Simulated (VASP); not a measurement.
The system is Ru.

```xyz
2
Lattice="2.6795 0.0000 0.0000 -1.3397 2.3205 0.0000 0.0000 0.0000 4.2292" Properties=species:S:1:pos:R:3 pbc="T T T"
Ru   -0.0018    1.5868    1.0808
Ru    1.3379    0.8133    3.1954
```

Base run:

- Program: VASP 6.6.1
- Functional: PBEsol
- Potentials or basis: VASP PAW PBE potentials, release 64 (Ru_sv)
- Cutoff: 600 eV
- k mesh: 9 × 9 × 5
- Occupations: fermi-dirac, width 0.05 eV
- Spin: no spin polarisation
- Hubbard terms: Ru d U = 6.0 eV

Its results: band gap on the k mesh zero (band 16 reaches 17.11 eV, above the bottom of band 17 at 13.89 eV); pressure 1.8 GPa.

Problem. The run is repeated on the same cell with these changes: potentials or basis from VASP PAW PBE potentials, release 64 (Ru_sv) to VASP PAW PBE potentials, release 64 (Ru_pv); cutoff from 600 eV to 520 eV; further incar settings from ALGO = Normal; EDIFF = 1e-06; NBANDS = 23 to ALGO = Normal; EDIFF = 1e-06; NBANDS = 21; valence electrons from 32 to 28. What comes out?

Solution. Band gap on the k mesh zero (band 14 reaches 14.35 eV, above the bottom of band 15 at 11.12 eV); pressure -6.0 GPa.

Caveats: the PAW data sets were made with another functional, which shifts forces and pressure a little; U without spin polarisation on a metal has little footing; the U is typed as a test and isn't derived for this compound.
